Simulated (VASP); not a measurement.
Al16NO22 (a cell with a defect): single point with r2SCAN+D3(BJ)

The system is Al16NO22 (a cell with a defect).

```xyz
39
Lattice="-4.7406 -2.7370 4.3109 4.7406 -2.7370 4.3109 0.0000 5.4740 4.3109" Properties=species:S:1:pos:R:3 pbc="T T T"
Al    0.2088   -0.0055    4.4361
Al    0.0528    0.0563    1.8692
Al    0.0075    0.0360    8.3733
Al   -0.0527    0.0316   11.0096
Al    0.0844   -2.6866    8.8663
Al    0.0401   -2.7162    6.2002
Al   -0.0153    2.7429    4.1020
Al   -0.0145    2.7197    6.7299
Al   -2.3779    1.3617    8.9421
Al   -2.5243    1.4136    6.3393
Al    2.4553   -1.4154    4.0753
Al    2.4011   -1.3415    6.6860
Al    2.3716    1.3490    8.8618
Al    2.3810    1.3578    6.2453
Al   -2.4218   -1.4250    3.9647
Al   -2.3729   -1.4321    6.8276
O    -0.9627    1.3167    7.4701
O    -0.7056   -1.4214    7.4912
O     1.6580    0.1125    7.5361
O     0.9479   -1.3414    5.3669
O     0.7142    1.4452    5.3947
O     3.8256    1.3610    7.5609
O    -0.6946    1.2229    3.2707
O    -3.0729    0.1178    7.6567
O     0.6992   -1.1676    9.6891
O     3.1388   -0.1004    5.3813
O     1.5082   -0.0753    3.2095
O     1.6454    2.6186    7.5488
O    -0.6651   -3.9688    7.5735
O    -1.4619    0.0108    9.7357
O    -1.5714   -2.6489    5.3751
O     0.6934    3.9924    5.4318
O     1.4967   -2.7029    7.4516
O    -3.1627    2.6015    7.5672
O    -0.7356   -1.2358    3.3072
O    -1.4894    2.6768    5.4134
O     3.1511   -2.6235    5.3738
O     0.7272    1.2812    9.6736
N    -3.4656   -1.0427    5.4287
```

```json
{
 "Program": "VASP 6.6.1",
 "Task": "single point",
 "Functional": "r2SCAN",
 "Dispersion": "D3(BJ)",
 "Potentials or basis": "VASP PAW PBE potentials, release 64 (Al, O, N)",
 "Cutoff": "520 eV",
 "k mesh": "2 × 2 × 2",
 "Occupations": "fermi-dirac, width 0.02 eV",
 "Spin": "no spin polarisation",
 "Dipole correction": "no",
 "Charge": "1",
 "Further INCAR settings": "LREAL = Auto; ALGO = Normal; EDIFF = 1e-06; NBANDS = 118; NELECT = 184.0"
}
```

| Item | Value |
| --- | --- |
| Largest force | 1.422 eV/Å |
| Dispersion energy per atom | -0.114 eV |

Forces on the atoms (eV/Å):
```
Al   0.022 -0.026 -0.111
Al   0.342  0.478 -0.326
Al   0.041 -0.037 -0.023
Al  -0.011 -0.023 -0.009
Al  -0.130 -0.090  0.025
Al   0.044 -0.002  0.050
Al   0.055  0.007 -0.026
Al   0.041  0.181  0.010
Al   0.026 -0.009  0.028
Al   0.132  0.399  0.162
Al  -0.013 -0.009  0.028
Al   0.052 -0.024  0.038
Al   0.040  0.042  0.012
Al  -0.029 -0.012 -0.002
Al  -0.091 -0.030  0.091
Al  -0.073 -0.045 -0.075
O    0.052  0.079  0.015
O   -0.019  0.022 -0.009
O    0.022  0.006  0.014
O    0.000 -0.036  0.058
O    0.006  0.028 -0.030
O    0.012  0.007 -0.007
O   -0.011  0.040  0.057
O    0.102  0.035 -0.211
O    0.149 -0.157 -0.004
O   -0.049  0.012  0.016
O    0.087 -0.029  0.066
O    0.019  0.001 -0.001
O   -0.063  0.027 -0.101
O    0.055 -0.037 -0.049
O    0.044  0.095 -0.011
O    0.057  0.001 -0.027
O    0.029  0.007  0.200
O   -0.006  0.019 -0.011
O   -0.050  0.072  0.047
O    0.042  0.061  0.010
O    0.012  0.025  0.004
O    0.025 -0.032  0.043
N   -0.961 -1.047  0.060
```

Levels at points of the mesh, in eV from the Fermi level:
```csv
k point,band 89,band 90,band 91,band 92,band 93,band 94,band 95,band 96
"(0.00, 0.00, 0.00)",-1.94,-1.65,-1.34,-0.57,2.33,6.15,6.36,7.33
"(0.50, 0.00, 0.00)",-2.05,-1.72,-1.50,-0.56,2.79,5.93,6.79,7.36
"(0.00, 0.50, 0.00)",-2.02,-1.75,-1.49,-0.61,2.58,6.17,6.75,7.34
"(0.00, 0.00, 0.50)",-2.05,-1.63,-1.39,-0.65,2.67,5.98,6.90,7.28
"(0.50, 0.50, 0.00)",-2.08,-1.69,-1.43,-0.59,2.80,6.14,6.95,7.53
"(0.50, 0.00, 0.50)",-2.07,-1.64,-1.50,-0.63,2.86,6.07,7.13,7.56
"(0.00, 0.50, 0.50)",-2.04,-1.68,-1.46,-0.56,2.73,6.12,6.98,7.35
"(0.50, 0.50, 0.50)",-2.06,-1.70,-1.40,-0.54,2.83,6.17,7.22,7.55
```

Wall time 14 min on 1 thread of Intel(R) Xeon(R) 6975P-C (Granite Rapids), on a shared host, peak memory 0.57 GiB.

Caveat: the k points lie up to 0.45 Å⁻¹ apart; the cell carries a net charge on a neutralising background, which shifts energy and pressure; the cell is charged against a uniform background, so pressure and absolute levels hang on convention; the PAW data sets were made with another functional, which shifts forces and pressure a little.
